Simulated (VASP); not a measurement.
A run of VASP 6.6.1 is set up as follows.

Contents of POSCAR:

```
ZrS2
1.0
    3.7846310535      0.0000000000      0.0000000000
   -1.8923155268      3.2775866363      0.0000000000
    0.0000000000      0.0000000000      5.7690034205
Zr S
1 2
Direct
    0.0000000000      0.0000000000      0.0000000000
    0.3333333333      0.6666666667      0.2409644603
    0.6666666667      0.3333333333      0.7590355397
```

INCAR.step1

```
SYSTEM = ZrS2
ALGO = Normal ; EDIFF = 1E-5
ENCUT = 400 ; GGA = PE
GGA_COMPAT = .FALSE. ; ISIF = 2
ISMEAR = 0 ; LASPH = .TRUE.
LCHARG = .FALSE. ; LREAL = .FALSE.
LWAVE = .TRUE. ; NBANDS = 19
NELM = 120 ; PREC = Accurate
SIGMA = 0.01
```

INCAR.step2

```
SYSTEM = ZrS2
ALGO = Normal ; EDIFF = 1E-6
ENCUT = 400 ; GGA = PE
GGA_COMPAT = .FALSE. ; HFSCREEN = 0.2079
ISIF = 2 ; ISMEAR = 0
ISTART = 1 ; LASPH = .TRUE.
LCHARG = .FALSE. ; LHFCALC = .TRUE.
LREAL = .FALSE. ; LWAVE = .FALSE.
NBANDS = 19 ; NELM = 120
PREC = Accurate ; PRECFOCK = Normal
SIGMA = 0.01
```

Contents of KPOINTS:

```
k-points
0
G
  6 6 4
  0 0 0
```

Potentials or basis: VASP PAW PBE potentials, release 64 (Zr_sv, S).

The run is started by

```bash
$ cat potpaw_PBE.64/Zr_sv/POTCAR potpaw_PBE.64/S/POTCAR > POTCAR
$ cp INCAR.step1 INCAR
$ mpirun -np 1 vasp_std > vasp.out
$ cp INCAR.step2 INCAR
$ mpirun -np 1 vasp_std > vasp.out
```

(1) What does it give for the largest force?

(2) Estimate the band gap on the k mesh.

(3) What does it give for the pressure?

Answers

(1) 0.179 eV/Å.

(2) 1.82 eV (least direct gap 2.17 eV).

(3) -3.0 GPa.

Caveat: the cell differs from its parent crystal (epitaxial xy strain +3.0%); the PAW data sets were made with another functional, which shifts forces and pressure a little; this functional lacks dispersion, which binds the layers, so the pressure and a relaxed spacing across them are unreliable.
